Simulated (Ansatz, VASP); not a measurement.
# KF in VASP and in Ansatz

The input INCAR:

```
PREC = Accurate
ENCUT = 600
EDIFF = 1E-6
ISMEAR = 0
SIGMA = 0.02
LREAL = F
LASPH = T
NELM = 120
ALGO = Normal
ISIF = 2
LWAVE = F
LCHARG = T
GGA = PS
LELF = T
LVHAR = T
NBANDS = 15
GGA_COMPAT = F
```

Contents of KPOINTS:

```
Automatic mesh
0
Gamma
  8 8 8
```

POSCAR

```
KF
1.0
    0.0000000000      2.6532857073      2.6532857073
    2.6532857073      0.0000000000      2.6532857073
    2.6532857073      2.6532857073      0.0000000000
K F
1 1
Direct
    0.0000000000      0.0000000000      0.0000000000
    0.5000000000      0.5000000000      0.5000000000
```

Input for Ansatz:

```yaml
crystal:
  lattice:
    - [0.0, 2.6532857073, 2.6532857073]
    - [2.6532857073, 0.0, 2.6532857073]
    - [2.6532857073, 2.6532857073, 0.0]
  atoms:
    - { symbol: K, position: [0.0, 0.0, 0.0] }
    - { symbol: F, position: [0.5, 0.5, 0.5] }
basis: {}
kpoints:
  mp_grid: { grid: [8, 8, 8] }
hamiltonian:
  xc: pbesol
  pseudopotentials: { kind: all_electron, lapw: {} }
scf:
  occupations: { method: gaussian, width: 0.02 }
output:
  forces: true
  stress: true
  eigenvalues: true
```

Alike in both runs: task single point; functional PBEsol; k mesh 8 × 8 × 8; occupations gaussian, width 0.02 eV; no spin polarisation.

|  | VASP | Ansatz |
| --- | --- | --- |
| version | VASP 6.6.1 | Ansatz 0.2.0 |
| potentials or method | VASP PAW PBE potentials, release 64 (K_sv, F), cutoff 600 eV | scalar-relativistic, all-electron LAPW |

|  | VASP | Ansatz | Ansatz less VASP |
| --- | --- | --- | --- |
| gap on the k mesh at the Fermi level (eV) | 6.14 | 6.15 | +0.010 |
| least direct gap on the mesh (eV) | 6.14 | 6.15 | +0.010 |
| pressure (GPa) | 0.0 | 0.0 | -0.05 |

VASP's potentials were made for PBE, not for PBEsol. Ansatz ran all-electron here, and VASP with PAW potentials.
